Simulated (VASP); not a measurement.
Here is a VASP 6.6.1 calculation.

INCAR

```
PREC = Accurate ; ENCUT = 520
EDIFF = 1E-6 ; ISMEAR = 0
SIGMA = 0.1 ; LREAL = Auto
LASPH = True ; NELM = 100
ALGO = Normal ; ISIF = 2
LWAVE = False ; LCHARG = False
LDIPOL = True ; IDIPOL = 3
DIPOL = 0.5 0.5 0.495 ; GGA = PE
NBANDS = 76
```

KPOINTS

```
regular mesh
0
Gamma
  6 6 1
```

The input POSCAR:

```
Al
1.0
    5.6541540426      0.0000000000      0.0000000000
   -2.8270770213      4.8966410378      0.0000000000
    0.0000000000      0.0000000000     36.3719863132
Al
35
Direct
    0.1666666667      0.3333333333      0.2474431812
    0.1666666667      0.8333333333      0.2474431812
    0.6666666667      0.3333333333      0.2474431812
    0.6666666667      0.8333333333      0.2474431812
    0.0000000000      0.0000000000      0.3105823909
    0.0000000000      0.5000000000      0.3105823909
    0.5000000000      0.0000000000      0.3105823909
    0.5000000000      0.5000000000      0.3105823909
    0.3333333333      0.1666666667      0.3737215906
    0.3333333333      0.6666666667      0.3737215906
    0.8333333333      0.1666666667      0.3737215906
    0.8333333333      0.6666666667      0.3737215906
    0.0000000000      0.0000000000      0.4368608003
    0.0000000000      0.5000000000      0.4368608003
    0.5000000000      0.0000000000      0.4368608003
    0.5000000000      0.5000000000      0.4368608003
    0.1668386126      0.3331613874      0.5009631930
    0.1668386126      0.8336772251      0.5009631930
    0.6663227749      0.3331613874      0.5009631930
    0.6666666667      0.8333333333      0.5012843455
    0.0009362559      0.0004681280      0.5659071520
    0.0000000000      0.5000000000      0.5658861347
    0.4995318720      0.0004681280      0.5659071520
    0.4995318720      0.4990637441      0.5659071520
    0.3333333333      0.1666666667      0.6323083782
    0.3343489866      0.6671744933      0.6306979481
    0.8328255067      0.1656510134      0.6306979481
    0.8328255067      0.6671744933      0.6306979481
   -0.0056298770     -0.0028149385      0.6965568794
    0.0000000000      0.5000000000      0.6943587174
    0.5028149385     -0.0028149385      0.6965568794
    0.5028149385      0.5056298770      0.6965568794
    0.1672096120      0.3327903880      0.7591115900
    0.1672096120      0.8344192239      0.7591115900
    0.6655807761      0.3327903880      0.7591115900
```

Potentials or basis: VASP PAW PBE potentials, release 64 (Al).

Launch:

```bash
$ cat potpaw_PBE.64/Al/POTCAR > POTCAR
$ mpirun -np 1 vasp_std > vasp.out
```

Q: What does it give for the largest force?

A: 0.198 eV/Å.

Q: Predict the band gap on the k mesh.

A: Zero (an odd number of electrons rules out a gap without spin polarisation).

Forces on the atoms (eV/Å):
```
Al   0.010 -0.006 -0.182
Al   0.000  0.012 -0.182
Al  -0.010 -0.006 -0.182
Al   0.000  0.000 -0.198
Al  -0.024 -0.014  0.069
Al   0.000  0.000  0.094
Al   0.024 -0.014  0.069
Al   0.000  0.028  0.069
Al   0.000  0.000 -0.022
Al   0.032  0.018 -0.027
Al   0.000 -0.036 -0.027
Al  -0.032  0.018 -0.027
Al  -0.034 -0.019  0.145
Al   0.000  0.000  0.133
Al   0.034 -0.019  0.145
Al   0.000  0.039  0.145
Al  -0.003  0.001  0.005
Al   0.000 -0.003  0.005
Al   0.003  0.001  0.005
Al   0.000  0.000  0.005
Al   0.001  0.001 -0.007
Al   0.000  0.000 -0.010
Al  -0.001  0.001 -0.007
Al   0.000 -0.001 -0.007
Al   0.000  0.000 -0.003
Al   0.008  0.005 -0.004
Al   0.000 -0.009 -0.004
Al  -0.008  0.005 -0.004
Al  -0.006 -0.004 -0.006
Al   0.000  0.000  0.000
Al   0.006 -0.004 -0.006
Al   0.000  0.007 -0.006
Al   0.001 -0.001  0.007
Al   0.000  0.001  0.007
Al  -0.001 -0.001  0.007
```

Caveat: the cell differs from its parent crystal (atoms taken out, then relaxed in part).
